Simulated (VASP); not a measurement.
Here is a VASP 6.6.1 calculation.

The input INCAR:

```
PREC = Accurate
ENCUT = 520
EDIFF = 1E-6
ISMEAR = 0
SIGMA = 0.01
LREAL = F
LASPH = T
NELM = 60
ALGO = Normal
ISIF = 2
LWAVE = F
LCHARG = T
GGA = PE
LELF = T
LVHAR = T
NBANDS = 19
```

Contents of KPOINTS:

```
Automatic mesh
0
Gamma
  6 6 6
```

The input POSCAR:

```
SrCl2
1.0
    0.0000000000      3.5205221746      3.5205221746
    3.5205221746      0.0000000000      3.5205221746
    3.5205221746      3.5205221746      0.0000000000
Sr Cl
1 2
Direct
    0.0000000000      0.0000000000      0.0000000000
    0.2500000000      0.2500000000      0.2500000000
    0.7500000000      0.7500000000      0.7500000000
```

Potentials or basis: VASP PAW PBE potentials, release 64 (Sr_sv, Cl).

Run with:

```console
$ cat potpaw_PBE.64/Sr_sv/POTCAR potpaw_PBE.64/Cl/POTCAR > POTCAR
$ mpirun -np 1 vasp_std > vasp.out
```

Task: What does it give for the pressure?

Result: 0.1 GPa.

Task: Estimate the band gap on the k mesh.

Result: 5.23 eV (least direct gap 5.52 eV).

Caveat: the structure was generated, so it needn't be the stable form of SrCl2. A k mesh can miss the band edges.
